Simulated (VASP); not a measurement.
# Na3H2 (P-3m1) in VASP: relaxation of cell and atoms with PBE

Aim: the relaxation of cell and atoms of Na3H2 with PBE.

Everything below comes from runs of VASP 6.6.1. Logs are shortened: lines on timing, memory, paths and dates and some standing lists are left out, and cuts for length are marked.

### 1 The cell of the first run

The structure is trigonal, space group P-3m1 (No. 164). Conventional cell: a = 3.778 Å, b = 3.778 Å, c = 5.877 Å, α = 90.00°, β = 90.00°, γ = 120.00°. Within 3.4 Å of Na (site symmetry -3m) lie 6 H at 2.61 Å and 6 Na at 3.02 Å. Within 3.1 Å of Na (site symmetry 3m) lie 4 H at 2.27 to 2.35 Å and 6 Na at 2.77 to 3.02 Å. Within 3.0 Å of H (site symmetry 3m) lie 7 Na at 2.27 to 2.61 Å.

### 2 Relaxation of cell and atoms, PBE

INCAR reads:

```
PREC = Accurate ; ENCUT = 1130
EDIFF = 1E-7 ; ISMEAR = 0
SIGMA = 0.1 ; LREAL = False
LASPH = True ; NELM = 120
ALGO = Normal ; ISIF = 3
LWAVE = False ; LCHARG = False
GGA = PE ; IBRION = 2
NSW = 90 ; EDIFFG = -0.04
GGA_COMPAT = False ; NELMIN = 4
```

KPOINTS reads:

```
regular mesh
0
Gamma
  6 6 4
```

POSCAR reads:

```
Na3H2
1.0
    3.7775634686      0.0000000000      0.0000000000
   -1.8887817343      3.2714659282      0.0000000000
    0.0000000000      0.0000000000      5.8772751428
Na H
3 2
Direct
    0.0000000000      0.0000000000      0.0000000000
    0.3333333333      0.6666666667      0.6450000000
    0.6666666667      0.3333333333      0.3550000000
    0.3333333333      0.6666666667      0.2450000000
    0.6666666667      0.3333333333      0.7550000000
```

Potentials or basis: VASP PAW PBE potentials, release 64 (Na_sv, H).

Command:

```console
$ cat potpaw_PBE.64/Na_sv/POTCAR potpaw_PBE.64/H/POTCAR > POTCAR
$ mpirun -np 1 vasp_std > vasp.out
```

OUTCAR:

```text
PREC = Accurate
   ENCUT = 1130
   EDIFF = 1E-7
   ISMEAR = 0
   LREAL = False
   LASPH = True
   NELM = 120
   ISIF = 3
   GGA = PE
   IBRION = 2
   NSW = 90
   EDIFFG = -0.04
   NELMIN = 4

 ion  position               nearest neighbor table
   1  0.000  0.000  0.000-
   2  0.333  0.667  0.645-
   3  0.667  0.333  0.355-
   4  0.333  0.667  0.245-
   5  0.667  0.333  0.755-

  LATTYP: Found a hexagonal cell.
 ALAT       =     3.7775634686
 C/A-ratio  =     1.5558375635

  Lattice vectors:

 A1 = (   3.7775634686,   0.0000000000,   0.0000000000)
 A2 = (  -1.8887817343,   3.2714659282,   0.0000000000)
 A3 = (   0.0000000000,   0.0000000000,   5.8772751428)

Analysis of symmetry for initial positions (statically):
=====================================================================
 Subroutine PRICEL returns:
 Original cell was already a primitive cell.

 Routine SETGRP: Setting up the symmetry group for a
 hexagonal supercell.

 Subroutine GETGRP returns: Found 12 space group operations
 (whereof 12 operations were pure point group operations)
 out of a pool of 24 trial point group operations.

The static configuration has the point symmetry D_3d.

Analysis of symmetry for dynamics (positions and initial velocities):
=====================================================================
 Subroutine PRICEL returns:
 Original cell was already a primitive cell.

 Routine SETGRP: Setting up the symmetry group for a
 hexagonal supercell.

 Subroutine GETGRP returns: Found 12 space group operations
 (whereof 12 operations were pure point group operations)
 out of a pool of 24 trial point group operations.

The dynamic configuration has the point symmetry D_3d.

 Subroutine INISYM returns: Found 12 space group operations
 (whereof 12 operations are pure point group operations),
 and found     1 'primitive' translations

----------------------------------------------------------------------------------------

                                     Primitive cell

  volume of cell :      72.6324

  direct lattice vectors                    reciprocal lattice vectors
     3.777563469  0.000000000  0.000000000     0.264720900  0.152836683  0.000000000
    -1.888781734  3.271465928  0.000000000     0.000000000  0.305673365  0.000000000
     0.000000000  0.000000000  5.877275143     0.000000000  0.000000000  0.170146875

  length of vectors
     3.777563469  3.777563469  5.877275143     0.305673365  0.305673365  0.170146875

  position of ions in fractional coordinates (direct lattice)
     0.000000000  0.000000000  0.000000000
     0.333333333  0.666666667  0.645000000
     0.666666667  0.333333333  0.355000000
     0.333333333  0.666666667  0.245000000
     0.666666667  0.333333333  0.755000000

  ion indices of the primitive-cell ions
   primitive index   ion index
                 1           1
                 2           2
                 3           3
                 4           4
                 5           5

----------------------------------------------------------------------------------------

 KPOINTS: regular mesh

Automatic generation of k-mesh.
 Grid dimensions read from file:
 generate k-points for:    6    6    4

 Generating k-lattice:

  Cartesian coordinates                     Fractional coordinates (reciprocal lattice)
     0.044120150  0.025472780  0.000000000     0.166666667  0.000000000  0.000000000
     0.000000000  0.050945561  0.000000000     0.000000000  0.166666667  0.000000000
     0.000000000  0.000000000  0.042536719     0.000000000  0.000000000  0.250000000

  Length of vectors
     0.050945561  0.050945561  0.042536719

  Shift w.r.t. Gamma in fractional coordinates (k-lattice)
     0.000000000  0.000000000  0.000000000

 Subroutine IBZKPT returns following result:
 ===========================================

 Found     24 irreducible k-points:

 Following reciprocal coordinates:
            Coordinates               Weight
  0.000000  0.000000  0.000000      1.000000
  0.166667 -0.000000  0.000000      6.000000
  0.333333  0.000000  0.000000      6.000000
  0.500000  0.000000  0.000000      3.000000
  0.166667  0.166667  0.000000      6.000000
  0.333333  0.166667  0.000000     12.000000
[... 16 lines left out ...]
  0.333333  0.166667  0.500000     12.000000
  0.333333  0.333333  0.500000      2.000000
   k-points           NKPTS =     24   k-points in BZ     NKDIM =     24   number of bands    NBANDS=     18
   number of dos      NEDOS =    301   number of ions     NIONS =      5
   total plane-waves  NPLWV = 112896
   dimension x,y,z NGX =    42 NGY =   42 NGZ =   64
   dimension x,y,z NGXF=    84 NGYF=   84 NGZF=  128
   ions per type =               3   2
   NGX,Y,Z   is equivalent  to a cutoff of  18.48, 18.48, 18.10 a.u.
   NGXF,Y,Z  is equivalent  to a cutoff of  36.97, 36.97, 36.21 a.u.
 SYSTEM =  unknown system
   PREC   = accura    normal or accurate (medium, high low for compatibility)
   ISTART =      0    job   : 0-new  1-cont  2-samecut
   ICHARG =      2    charge: 1-file 2-atom 10-const
   ISPIN  =      1    spin polarized calculation?
   LNONCOLLINEAR =      F non collinear calculations
   LSORBIT =      F    spin-orbit coupling
   LASPH  =      T    aspherical Exc in radial PAW
   ENCUT  = 1130.0 eV  83.05 Ry    9.11 a.u.  10.35 10.35 16.11*2*pi/ulx,y,z
   NELM   =    120;   NELMIN=  4; NELMDL= -5     # of ELM steps
   EDIFF  = 0.1E-06   stopping-criterion for ELM
   LREAL  =      F    real-space projection
   EDIFFG = -.4E-01   stopping-criterion for IOM
   NSW    =     90    number of steps for IOM
   IBRION =      2    ionic relax: 0-MD 1-quasi-New 2-CG
   NFREE  =      1    steps in history (QN), initial steepest desc. (CG)
   ISIF   =      3    stress and relaxation
   ISYM   =      2    0-nonsym 1-usesym 2-fastsym
   POTIM  = 0.5000    time-step for ionic-motion
   TEBEG  =    0.0;   TEEND  =   0.0 temperature during run
   PSTRESS=    0.0 pullay stress
   NELECT =      29.0000    total number of electrons
   NUPDOWN=      -1.0000    fix difference up-down
   EMIN   =  10.00;   EMAX   =-10.00  energy-range for DOS
   EFERMI =   0.00;   METHOD = LEGACY
   ISMEAR =     0;   SIGMA  =   0.10  broadening in eV -4-tet -1-fermi 0-gaus
   EFERMI_NEDOS =   21; number of points for ismear=-14 and -15
   IALGO  =     38    algorithm
   IMIX   =      4    mixing-type and parameters
     AMIX     =   0.40;   BMIX     =  1.00
     AMIX_MAG =   1.60;   BMIX_MAG =  1.00
  volume/ion in A,a.u.               =      14.53        98.03
  Fermi-wavevector in a.u.,A,eV,Ry     =   1.205491  2.278048 19.772114  1.453209
  Thomas-Fermi vector in A             =   2.341186
   LORBIT       =      0    0 simple, 1 ext, 2 COOP (PROOUT), +10 PAW based schemes
   GGA     = PE    functional components
   LHFCALC =     F    Hartree Fock is set to
   AEXX    =    0.0000 exact exchange contribution
   IVDW    =     0    specifies the selected vdW correction
   LEPSILON=     F    determine dielectric tensor
   LRPA    =     F    only Hartree local field effects (RPA)
 conjugate gradient relaxation of ions
 non-spin polarized calculation
 Gauss-broadening in eV      SIGMA  =   0.10
  energy-cutoff  :     1130.00
  volume of cell :       72.63
 maximum number of plane-waves:      6308
 NGX is ok and might be reduce to    42
   NGX = 21   NGY = 21   NGZ = 33

--------------------------------------- Ionic step        1  -------------------------------------------

 number of electron      29.0000012 magnetization

 Free energy of the ion-electron system (eV)
  ---------------------------------------------------
  ext. energy  EPLUGINS =         0.00000000
  ---------------------------------------------------
  free energy    TOTEN  =        -9.69340565 eV

  energy without entropy =       -9.68327055  energy(sigma->0) =       -9.68833810

------------------------ aborting loop because EDIFF is reached ----------------------------------------

  FORCE on cell =-STRESS in cart. coord.  units (eV):
  Direction    XX          YY          ZZ          XY          YZ          ZX
  --------------------------------------------------------------------------------------
  -------------------------------------------------------------------------------------
  Total        2.6252545      2.6252545      2.1992973      0.0000000      0.0000000      0.0000000
  in kB       57.9097649     57.9097649     48.5136919      0.0000000      0.0000000      0.0000000
  external PRESSURE =      54.7777405 kB  Pullay stress =       0.0000000 kB
[... 98 lines left out ...]
  FREE ENERGIE OF THE ION-ELECTRON SYSTEM (eV)
  ---------------------------------------------------
  free  energy   TOTEN  =        -9.9383298548 eV

  energy  without entropy=       -9.9273564612  energy(sigma->0) =       -9.93284316

[... ionic steps 4 to 40 ...]

--------------------------------------- Ionic step       41  -------------------------------------------

 number of electron      29.0000010 magnetization

------------------------ aborting loop because EDIFF is reached ----------------------------------------

  FORCE on cell =-STRESS in cart. coord.  units (eV):
  Direction    XX          YY          ZZ          XY          YZ          ZX
  --------------------------------------------------------------------------------------
  -------------------------------------------------------------------------------------
  Total       -0.0870516     -0.0870516      0.0745430      0.0000000      0.0000000     -0.0000000
  in kB       -1.6279576     -1.6279576      1.3940349      0.0000000      0.0000000     -0.0000000
  external PRESSURE =      -0.6206268 kB  Pullay stress =       0.0000000 kB
[... 63 lines left out ...]
  energy  without entropy=      -11.0410567051  energy(sigma->0) =      -11.04296968

--------------------------------------- Ionic step       43  -------------------------------------------

 number of electron      29.0000004 magnetization

 Free energy of the ion-electron system (eV)
  ---------------------------------------------------
  ext. energy  EPLUGINS =         0.00000000
  ---------------------------------------------------
  free energy    TOTEN  =       -11.04733230 eV

  energy without entropy =      -11.04355332  energy(sigma->0) =      -11.04544281

 E-fermi :   1.6559     XC(G=0):  -7.5098

 val. band max:        1.5717946684   @ k =   0.0000   0.3333   0.2500
 cond. band min:       1.6612995546   @ k =   0.3333   0.0000   0.5000
 fundamental gap:      0.0895048862
 Fermi energy:         1.6558667471

 k-point     1 :       0.0000    0.0000    0.0000
  band No.  band energies     occupation
      1     -51.1841      2.00000
      2     -51.1822      2.00000
      3     -51.0417      2.00000
      4     -23.1056      2.00000
      5     -23.0908      2.00000
      6     -23.0831      2.00000
[... 10 lines left out ...]
     17       5.7693      0.00000
     18       9.6458      0.00000
[... 513 lines left out ...]
  FREE ENERGIE OF THE ION-ELECTRON SYSTEM (eV)
  ---------------------------------------------------
  free  energy   TOTEN  =       -11.0473322993 eV

  energy  without entropy=      -11.0435533178  energy(sigma->0) =      -11.04544281

 reached required accuracy - stopping structural energy minimisation
```

Run time: 38 min. Hardware: 1 thread of Intel Xeon Platinum 8375C at 2.90GHz (Ice Lake), shared host; peak memory 0.38 GiB.

Results:

```
Free energy                           : -11.0473 eV
Relaxed volume                        : 17.08 Å³/atom
Relaxed cell                          : a = 3.451 Å, b = 3.451 Å, c = 8.284 Å, α = 90.00°, β = 90.00°, γ = 120.00°
Space group after relaxing (to 0.1 Å) : P-3m1 (No. 164)
Energy gained by relaxing             : 270.8 meV/atom
Ionic steps                           : 43
Pressure after relaxing               : -0.1 GPa
Largest force after relaxing          : 0.021 eV/Å
Band gap on the k mesh                : zero (an odd number of electrons rules out a gap without spin polarisation)
```

Forces in eV/Å, atoms in the order of the input:
```
Na   0.000  0.000  0.000
Na   0.000  0.000 -0.013
Na   0.000  0.000  0.013
H    0.000  0.000 -0.021
H    0.000  0.000  0.021
```

Step by step:
| step | energy change (eV) | largest force (eV/Å) | pressure (GPa) | volume (Å³) |
| --- | --- | --- | --- | --- |
| 1 | 0.0000 | 0.2643 | 5.48 | 72.63 |
| 3 | -0.2449 | 0.0924 | 0.43 | 86.58 |
| 5 | -0.2488 | 0.0857 | -0.07 | 88.91 |
| 7 | -0.2536 | 0.0626 | -0.04 | 88.53 |
| 9 | -0.2572 | 0.0801 | 0.05 | 87.81 |
| 11 | -0.2653 | 0.0517 | -0.12 | 88.03 |
| 13 | -0.2720 | 0.0277 | -0.17 | 87.77 |
| 15 | -0.3267 | 0.1177 | 1.23 | 82.58 |
| 17 | -0.3674 | 0.1174 | 2.49 | 79.12 |
| 19 | -0.3718 | 0.1323 | 3.06 | 77.79 |
| 21 | -0.3723 | 0.1333 | 3.11 | 77.69 |
| 23 | -0.3735 | 0.1381 | 3.32 | 77.24 |
| 25 | -0.3767 | 0.1382 | 3.31 | 77.30 |
| 27 | -0.3911 | 0.1382 | 3.22 | 77.56 |
| 29 | -0.4468 | 0.1352 | 2.90 | 78.64 |
| 31 | -0.6416 | 0.2737 | 1.88 | 82.88 |
| 33 | -0.6272 | 0.9840 | -1.57 | 99.12 |
| 35 | -0.9022 | 0.6826 | 0.06 | 92.65 |
| 37 | -1.1678 | 0.4154 | -1.07 | 92.04 |
| 39 | -1.2998 | 0.3515 | 0.36 | 85.26 |
| 41 | -1.3515 | 0.0785 | -0.06 | 85.67 |
| 43 | -1.3539 | 0.0210 | -0.09 | 85.42 |

Final structure:
```cif
data_structure
_symmetry_space_group_name_H-M 'P 1'
_symmetry_Int_Tables_number 1
_cell_length_a 3.4507
_cell_length_b 3.4507
_cell_length_c 8.2838
_cell_angle_alpha 90.000
_cell_angle_beta 90.000
_cell_angle_gamma 120.000
_cell_volume 85.42
loop_
_atom_site_label
_atom_site_type_symbol
_atom_site_fract_x
_atom_site_fract_y
_atom_site_fract_z
_atom_site_occupancy
Na1 Na 0.00000 0.00000 0.00000 1
Na2 Na 0.33333 0.66667 0.67768 1
Na3 Na 0.66667 0.33333 0.32232 1
H1 H 0.33333 0.66667 0.15857 1
H2 H 0.66667 0.33333 0.84143 1
```

Levels at points of the mesh, in eV from the Fermi level:
```tsv
k point	band 12	band 13	band 14	band 15	band 16	band 17	band 18
(0.00, 0.00, 0.00)	-24.58	-5.89	-4.38	-1.97	3.16	4.11	7.99
(0.50, 0.00, 0.00)	-24.60	-3.43	-3.03	0.95	1.96	2.14	2.50
(0.00, 0.00, 0.50)	-24.58	-5.78	-4.71	-1.27	1.36	6.71	7.19
(0.50, 0.00, 0.50)	-24.60	-3.40	-3.06	0.90	1.19	2.75	3.76
```

Caveat: the volume moved by over 15 % at a fixed basis, so the end points are rough.

The gap in the log of VASP goes by the Fermi energy; the results here count the filled bands.